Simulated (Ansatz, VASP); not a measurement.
## Si4N in VASP and in Ansatz

```xyz
10
Lattice="2.7880 -0.0008 -0.0030 -1.3932 2.4152 0.0012 -0.0587 -0.3484 22.5291" Properties=species:S:1:pos:R:3 pbc="T T T"
Si    1.3659   -0.1723   12.5118
Si    1.3688   -0.1756   14.9687
Si    1.3739   -0.1734   19.8673
Si    1.3712   -0.1730   17.4676
Si   -0.0298    2.2384   10.0155
Si   -0.0327    2.2416    7.5586
Si   -0.0378    2.2395    2.6599
Si   -0.0351    2.2390    5.0596
N     1.3751    1.4365   20.4788
N    -0.0390    0.6296    2.0485
```

Change from the starting cell: the structure that the rattled cell fell into.

Alike in both runs: functional PBE; k mesh 12 × 12 × 2; occupations gaussian, width 0.1 eV; no spin polarisation.

Ansatz relaxed the structure, and its values are those at the end. VASP's run is a single point on that final structure, the one shown.

```csv
,VASP,Ansatz
version,VASP 6.6.1,Ansatz 0.2.0
potentials or method,"VASP PAW PBE potentials, release 64 (Si, N), cutoff 520 eV","scalar-relativistic, plane waves, PAW"
valence electrons in the cell,42,42
```

```csv
,VASP,Ansatz,Ansatz less VASP
gap on the k mesh at the Fermi level (eV),none,none,-
pressure (GPa),-0.1,0.0,+0.06
rms of the force components (eV/Å),0.011,0.001,-0.0095
```

A gap of «none» marks a metal or a gap that the smearing closes.
